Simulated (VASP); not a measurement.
# La (P6_3/mmc) in VASP: single point with r2SCAN

Aim: the single point of La with r2SCAN.

Program: VASP 6.6.1. These are calculated values, not measurements. Logs are shortened: lines on timing, memory, paths and dates and some standing lists are left out, and cuts for length are marked.

## Step 1: The cell of the first run

The structure is hexagonal, space group P6_3/mmc (No. 194). The conventional cell has a = 3.783 Å, b = 3.783 Å, c = 12.039 Å, α = 90.00°, β = 90.00°, γ = 120.00°. Within 4.9 Å of La (site symmetry -3m) lie 12 La at 3.72 to 3.78 Å. La (site symmetry -6m2) has 12 La at 3.72 to 3.78 Å within 4.9 Å.

## Step 2: Single point, r2SCAN

The input, POSCAR:

```
La
1.0
    3.7825490763      0.0000000000      0.0000000000
   -1.8912745382      3.2757835912      0.0000000000
    0.0000000000      0.0000000000     12.0386484865
La
4
Direct
    0.0000000000      0.0000000000      0.0000000000
    0.0000000000      0.0000000000      0.5000000000
    0.3333333333      0.6666666667      0.2500000000
    0.6666666667      0.3333333333      0.7500000000
```

The input, INCAR.step1:

```
PREC = Accurate ; ENCUT = 520
ISMEAR = 0 ; SIGMA = 0.1
LREAL = F ; LASPH = T
NELM = 60 ; NBANDS = 30
GGA = PE ; ALGO = Normal
EDIFF = 1E-4 ; LWAVE = T
LCHARG = F
```

The input, INCAR.step2:

```
PREC = Accurate ; ENCUT = 520
EDIFF = 1E-6 ; ISMEAR = 0
SIGMA = 0.1 ; LREAL = F
LASPH = T ; NELM = 60
ALGO = Normal ; ISIF = 2
LWAVE = F ; LCHARG = F
METAGGA = R2SCAN ; LMIXTAU = T
NBANDS = 30 ; ISTART = 1
```

The input, KPOINTS:

```
Automatic mesh
0
Gamma
  9 9 3
```

Potentials or basis: VASP PAW PBE potentials, release 64 (La).

Command:

```sh
$ cat potpaw_PBE.64/La/POTCAR > POTCAR
$ cp INCAR.step1 INCAR
$ mpirun -np 1 vasp_std > vasp.out
$ cp INCAR.step2 INCAR
$ mpirun -np 1 vasp_std > vasp.out
```

OUTCAR:

```text
PREC = Accurate
   ENCUT = 520
   EDIFF = 1E-6
   ISMEAR = 0
   LREAL = F
   LASPH = T
   NELM = 60
   ISIF = 2
   METAGGA = R2SCAN
   ISTART = 1

 ion  position               nearest neighbor table
   1  0.000  0.000  0.000-
   2  0.000  0.000  0.500-
   3  0.333  0.667  0.250-
   4  0.667  0.333  0.750-

  LATTYP: Found a hexagonal cell.
 ALAT       =     3.7825490763
 C/A-ratio  =     3.1826813727

  Lattice vectors:

 A1 = (   3.7825490763,   0.0000000000,   0.0000000000)
 A2 = (  -1.8912745382,   3.2757835912,   0.0000000000)
 A3 = (   0.0000000000,   0.0000000000,  12.0386484865)

Analysis of symmetry for initial positions (statically):
=====================================================================
 Subroutine PRICEL returns:
 Original cell was already a primitive cell.

 Routine SETGRP: Setting up the symmetry group for a
 hexagonal supercell.

 Subroutine GETGRP returns: Found 24 space group operations
 (whereof 12 operations were pure point group operations)
 out of a pool of 24 trial point group operations.

The static configuration has the point symmetry D_3d.
 The point group associated with its full space group is D_6h.

Analysis of symmetry for dynamics (positions and initial velocities):
=====================================================================
 Subroutine PRICEL returns:
 Original cell was already a primitive cell.

 Routine SETGRP: Setting up the symmetry group for a
 hexagonal supercell.

 Subroutine GETGRP returns: Found 24 space group operations
 (whereof 12 operations were pure point group operations)
 out of a pool of 24 trial point group operations.

The dynamic configuration has the point symmetry D_3d.
 The point group associated with its full space group is D_6h.

 Subroutine INISYM returns: Found 24 space group operations
 (whereof 12 operations are pure point group operations),
 and found     1 'primitive' translations

----------------------------------------------------------------------------------------

                                     Primitive cell

  volume of cell :     149.1686

  direct lattice vectors                    reciprocal lattice vectors
     3.782549076  0.000000000  0.000000000     0.264371983  0.152635236  0.000000000
    -1.891274538  3.275783591  0.000000000     0.000000000  0.305270471  0.000000000
     0.000000000  0.000000000 12.038648486     0.000000000  0.000000000  0.083065803

  length of vectors
     3.782549076  3.782549076 12.038648486     0.305270471  0.305270471  0.083065803

  position of ions in fractional coordinates (direct lattice)
     0.000000000  0.000000000  0.000000000
     0.000000000  0.000000000  0.500000000
     0.333333333  0.666666667  0.250000000
     0.666666667  0.333333333  0.750000000

  ion indices of the primitive-cell ions
   primitive index   ion index
                 1           1
                 2           2
                 3           3
                 4           4

----------------------------------------------------------------------------------------

 KPOINTS: Automatic mesh

Automatic generation of k-mesh.
 Grid dimensions read from file:
 generate k-points for:    9    9    3

 Generating k-lattice:

  Cartesian coordinates                     Fractional coordinates (reciprocal lattice)
     0.029374665  0.016959471  0.000000000     0.111111111 -0.000000000  0.000000000
     0.000000000  0.033918941  0.000000000     0.000000000  0.111111111  0.000000000
     0.000000000  0.000000000  0.027688601     0.000000000  0.000000000  0.333333333

  Length of vectors
     0.033918941  0.033918941  0.027688601

  Shift w.r.t. Gamma in fractional coordinates (k-lattice)
     0.000000000  0.000000000  0.000000000

 Subroutine IBZKPT returns following result:
 ===========================================

 Found     24 irreducible k-points:

 Following reciprocal coordinates:
            Coordinates               Weight
  0.000000  0.000000  0.000000      1.000000
  0.111111 -0.000000  0.000000      6.000000
  0.222222 -0.000000  0.000000      6.000000
  0.333333  0.000000  0.000000      6.000000
  0.444444 -0.000000  0.000000      6.000000
  0.111111  0.111111  0.000000      6.000000
[... 16 lines left out ...]
  0.333333  0.222222  0.333333     24.000000
  0.333333  0.333333  0.333333      4.000000
   k-points           NKPTS =     24   k-points in BZ     NKDIM =     24   number of bands    NBANDS=     30
   number of dos      NEDOS =    301   number of ions     NIONS =      4
   total plane-waves  NPLWV =  70560
   dimension x,y,z NGX =    28 NGY =   28 NGZ =   90
   dimension x,y,z NGXF=    56 NGYF=   56 NGZF=  180
   ions per type =               4
   NGX,Y,Z   is equivalent  to a cutoff of  12.31, 12.31, 12.43 a.u.
   NGXF,Y,Z  is equivalent  to a cutoff of  24.61, 24.61, 24.86 a.u.
 SYSTEM =  unknown system
   PREC   = accura    normal or accurate (medium, high low for compatibility)
   ISTART =      1    job   : 0-new  1-cont  2-samecut
   ICHARG =      0    charge: 1-file 2-atom 10-const
   ISPIN  =      1    spin polarized calculation?
   LNONCOLLINEAR =      F non collinear calculations
   LSORBIT =      F    spin-orbit coupling
   LASPH  =      T    aspherical Exc in radial PAW
   ENCUT  =  520.0 eV  38.22 Ry    6.18 a.u.   7.03  7.03 22.38*2*pi/ulx,y,z
   NELM   =     60;   NELMIN=  2; NELMDL=  0     # of ELM steps
   EDIFF  = 0.1E-05   stopping-criterion for ELM
   LREAL  =      F    real-space projection
   EDIFFG = 0.1E-04   stopping-criterion for IOM
   NSW    =      0    number of steps for IOM
   IBRION =     -1    ionic relax: 0-MD 1-quasi-New 2-CG
   NFREE  =      0    steps in history (QN), initial steepest desc. (CG)
   ISIF   =      2    stress and relaxation
   ISYM   =      2    0-nonsym 1-usesym 2-fastsym
   POTIM  = 0.5000    time-step for ionic-motion
   TEBEG  =    0.0;   TEEND  =   0.0 temperature during run
   PSTRESS=    0.0 pullay stress
   NELECT =      44.0000    total number of electrons
   NUPDOWN=      -1.0000    fix difference up-down
   EMIN   =  10.00;   EMAX   =-10.00  energy-range for DOS
   EFERMI =   0.00;   METHOD = LEGACY
   ISMEAR =     0;   SIGMA  =   0.10  broadening in eV -4-tet -1-fermi 0-gaus
   EFERMI_NEDOS =   21; number of points for ismear=-14 and -15
   IALGO  =     38    algorithm
   IMIX   =      4    mixing-type and parameters
     AMIX     =   0.40;   BMIX     =  1.00
     AMIX_MAG =   1.60;   BMIX_MAG =  1.00
  volume/ion in A,a.u.               =      37.29       251.66
  Fermi-wavevector in a.u.,A,eV,Ry     =   1.089766  2.059359 16.158139  1.187590
  Thomas-Fermi vector in A             =   2.225976
   LORBIT       =      0    0 simple, 1 ext, 2 COOP (PROOUT), +10 PAW based schemes
   METAGGA = R2SCAN    functional components
   LHFCALC =     F    Hartree Fock is set to
   AEXX    =    0.0000 exact exchange contribution
   IVDW    =     0    specifies the selected vdW correction
   LEPSILON=     F    determine dielectric tensor
   LRPA    =     F    only Hartree local field effects (RPA)
 non-spin polarized calculation
 Gauss-broadening in eV      SIGMA  =   0.10
  energy-cutoff  :      520.00
  volume of cell :      149.17
 maximum number of plane-waves:      4065
   NGX = 15   NGY = 15   NGZ = 45

 number of electron      43.9999997 magnetization

 Free energy of the ion-electron system (eV)
  ---------------------------------------------------
  ext. energy  EPLUGINS =         0.00000000
  ---------------------------------------------------
  free energy    TOTEN  =      -118.97645620 eV

  energy without entropy =     -118.94611295  energy(sigma->0) =     -118.96128458

 E-fermi :   7.9475     XC(G=0): -10.1976

 val. band max:        7.9342178873   @ k =   0.1111   0.1111   0.3333
 cond. band min:       7.9548938058   @ k =   0.3333   0.3333   0.3333
 fundamental gap:      0.0206759185
 Fermi energy:         7.9475048776

 k-point     1 :       0.0000    0.0000    0.0000
  band No.  band energies     occupation
      1     -26.1524      2.00000
      2     -26.0552      2.00000
      3     -26.0208      2.00000
      4     -25.9195      2.00000
      5     -10.1260      2.00000
      6      -9.4373      2.00000
[... 22 lines left out ...]
     29       9.5775      0.00000
     30       9.5957      0.00000

 k-point     2 :       0.1111   -0.0000    0.0000
  band No.  band energies     occupation
      1     -26.1321      2.00000
      2     -26.0405      2.00000
      3     -26.0061      2.00000
      4     -25.9109      2.00000
      5     -10.0726      2.00000
      6      -9.4590      2.00000
[... 22 lines left out ...]
     29       9.6847      0.00000
     30       9.7181      0.00000

 k-point     3 :       0.2222   -0.0000    0.0000
  band No.  band energies     occupation
      1     -26.0784      2.00000
      2     -26.0030      2.00000
      3     -25.9687      2.00000
      4     -25.8909      2.00000
      5      -9.9270      2.00000
      6      -9.5836      2.00000
[... 22 lines left out ...]
     29       9.5612      0.00000
     30       9.7636      0.00000

 k-point     4 :       0.3333    0.0000    0.0000
  band No.  band energies     occupation
      1     -26.0113      2.00000
      2     -25.9599      2.00000
      3     -25.9256      2.00000
      4     -25.8731      2.00000
      5      -9.8654      2.00000
      6      -9.8363      2.00000
[... 22 lines left out ...]
     29       9.5614      0.00000
     30       9.7910      0.00000

 k-point     5 :       0.4444   -0.0000    0.0000
  band No.  band energies     occupation
      1     -25.9598      2.00000
      2     -25.9313      2.00000
      3     -25.8972      2.00000
      4     -25.8683      2.00000
      5     -10.0282      2.00000
      6     -10.0221      2.00000
[... 22 lines left out ...]
     29       9.9111      0.00000
     30       9.9389      0.00000
[... 526 lines left out ...]
     29       9.8524      0.00000
     30       9.9228      0.00000

 k-point    22 :       0.2222    0.2222    0.3333
  band No.  band energies     occupation
      1     -25.9718      2.00000
      2     -25.9548      2.00000
      3     -25.8923      2.00000
      4     -25.8750      2.00000
      5      -9.8291      2.00000
      6      -9.7605      2.00000
[... 22 lines left out ...]
     29       9.5616      0.00000
     30       9.5927      0.00000

 k-point    23 :       0.3333    0.2222    0.3333
  band No.  band energies     occupation
      1     -25.9303      2.00000
      2     -25.9233      2.00000
      3     -25.8801      2.00000
      4     -25.8732      2.00000
      5      -9.8640      2.00000
      6      -9.8600      2.00000
[... 22 lines left out ...]
     29       9.6696      0.00000
     30       9.7529      0.00000

 k-point    24 :       0.3333    0.3333    0.3333
  band No.  band energies     occupation
      1     -25.9114      2.00000
      2     -25.9113      2.00000
      3     -25.8770      2.00000
      4     -25.8770      2.00000
      5      -9.7734      2.00000
      6      -9.7734      2.00000
[... 22 lines left out ...]
     29       9.7918      0.00000
     30       9.8262      0.00000

------------------------ aborting loop because EDIFF is reached ----------------------------------------

  FORCE on cell =-STRESS in cart. coord.  units (eV):
  Direction    XX          YY          ZZ          XY          YZ          ZX
  --------------------------------------------------------------------------------------
  -------------------------------------------------------------------------------------
  Total        0.0995852      0.0995852      0.0386726     -0.0000000      0.0000000     -0.0000000
  in kB        1.0696158      1.0696158      0.4153716     -0.0000000      0.0000000     -0.0000000
  external PRESSURE =       0.8515344 kB  Pullay stress =       0.0000000 kB

 VOLUME and BASIS-vectors are now :
 -----------------------------------------------------------------------------
  energy-cutoff  :      520.00
  volume of cell :      149.17
      direct lattice vectors                 reciprocal lattice vectors
     3.782549076  0.000000000  0.000000000     0.264371983  0.152635236  0.000000000
    -1.891274538  3.275783591  0.000000000     0.000000000  0.305270471  0.000000000
     0.000000000  0.000000000 12.038648486     0.000000000  0.000000000  0.083065803

 POSITION                                       TOTAL-FORCE (eV/Angst)
 -----------------------------------------------------------------------------------
      0.00000      0.00000      0.00000         0.000000      0.000000      0.000000
      0.00000      0.00000      6.01932         0.000000      0.000000      0.000000
     -0.00000      2.18386      3.00966         0.000000     -0.000000     -0.000000
      1.89127      1.09193      9.02899        -0.000000      0.000000      0.000000
 -----------------------------------------------------------------------------------
    total drift:                                0.000000     -0.000000      0.000000

  FREE ENERGIE OF THE ION-ELECTRON SYSTEM (eV)
  ---------------------------------------------------
  free  energy   TOTEN  =      -118.9764562020 eV

  energy  without entropy=     -118.9461129499  energy(sigma->0) =     -118.96128458
```

Wall time 26 min (1 thread of Oxide Virtual Turin-like, shared host); peak memory 0.3 GiB.

Results:

```
Free energy            : -118.9765 eV
Pressure               : 0.1 GPa
Band gap on the k mesh : zero (bands 22 and 23 overlap by 1.24 eV)
```

Caveat: the PAW data sets were made with another functional, which shifts forces and pressure a little; spin-orbit coupling is left out, which moves the levels of the heavy elements.

The gap in the log of VASP goes by the Fermi energy; the results here count the filled bands.